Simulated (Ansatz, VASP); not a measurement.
Zn4S3O: VASP beside Ansatz

```
CELL_PARAMETERS angstrom
-2.62258 2.62258 5.19954
2.62258 -2.62258 5.19954
2.62258 2.62258 -5.19954
ATOMIC_POSITIONS crystal
Zn 0.66159 0.66159 0.55284
Zn 0.89124 0.33841 0.00000
Zn 0.10876 0.10876 0.44716
Zn 0.33841 0.89124 0.00000
S 0.25000 0.75000 0.50000
S 0.50000 0.50000 0.00000
S 0.75000 0.25000 0.50000
O 0.00000 0.00000 0.00000
```

Alike in both runs: functional PBE; k mesh 8 × 8 × 8; occupations gaussian, width 0.02 eV; no spin polarisation.

Ansatz relaxed the structure, and its values are those at the end. VASP's run is a single point on that final structure, the one shown.

|  | VASP | Ansatz |
| --- | --- | --- |
| version | VASP 6.6.1 | Ansatz 0.2.0 |
| potentials or method | VASP PAW PBE potentials, release 64 (Zn, S, O), cutoff 520 eV | scalar-relativistic, plane waves, PAW |
| valence electrons in the cell | 72 | 72 |

VASP gave:

```
gap on the k mesh at the Fermi level (eV) : 1.34
least direct gap on the mesh (eV)         : 1.34
pressure (GPa)                            : 0.2
rms of the force components (eV/Å)        : 0.009
```

Question: What did Ansatz give for the same quantities?

Answer: gap on the k mesh at the Fermi level (eV): 1.34; least direct gap on the mesh (eV): 1.34; pressure (GPa): 0.0; rms of the force components (eV/Å): 0.003.
